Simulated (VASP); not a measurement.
TaOF:

```
CELL_PARAMETERS angstrom
3.54043 0.00000 0.00000
0.00000 3.54043 0.00000
0.00000 0.00000 6.30157
ATOMIC_POSITIONS crystal
Ta 0.00000 0.50000 0.21600
Ta 0.50000 0.00000 0.78400
O 0.00000 0.50000 0.66600
O 0.50000 0.00000 0.33400
F 0.00000 0.00000 0.00000
F 0.50000 0.50000 0.00000
```

The cell was generated, and may not be a known phase.

| Property | Result |
| --- | --- |
| Program | VASP 6.6.1 |
| Task | relaxation of cell and atoms |
| Functional | PBE |
| Potentials or basis | VASP PAW PBE potentials, release 64 (Ta_pv, O, F) |
| Cutoff | 600 eV |
| k mesh | 6 × 6 × 4 |
| Occupations | gaussian, width 0.1 eV |
| Spin | collinear spin |
| Starting moments | [1.0, 1.0, 0.0, 0.0, 0.0, 0.0] μB |

At the start: pressure -15.1 GPa; volume 13.16 Å³/atom.

Where does the relaxation end?

Over 13 steps the energy falls by 835.9 meV/atom and the volume is 10.00 Å³/atom (-24.0 %); space group P4/nmm (No. 129, to 0.1 Å) before and after; moment 0.00 μB per cell.

The path:
```
step  energy change (eV)  largest force (eV/Å)  pressure (GPa)  volume (Å³)
   1              0.0000                4.5426          -15.08        78.99
   2             -3.2270                3.3561           -3.23        65.49
   3             -3.7815                3.1942           11.12        59.93
   4             -3.7773                3.0035           18.33        58.10
   5             -4.2808                2.0803           -2.80        61.31
   6             -4.5263                0.1535            0.31        60.15
   7             -4.8988                1.6854           -0.52        60.91
   8             -4.9539                0.9975           -2.51        60.77
   9             -5.0058                0.3422            2.35        59.37
  10             -5.0129                0.0518            0.97        59.72
  11             -5.0141                0.0827           -0.85        60.18
  12             -5.0145                0.0517           -0.31        60.04
  13             -5.0152                0.0236           -0.03        60.02
```

Final structure:
```
Ta O F
1.0
     3.19572    0.00000    0.00000
     0.00000    3.19572    0.00000
     0.00000    0.00000    5.87686
Ta O F
2 2 2
Direct
  0.00000 0.50000 0.30794
  0.50000 0.00000 0.69206
  0.00000 0.50000 0.67082
  0.50000 0.00000 0.32918
  0.00000 0.00000 0.00000
  0.50000 0.50000 0.00000
```

Caveat: the volume moved by over 15 % at a fixed basis, so the end points are rough.
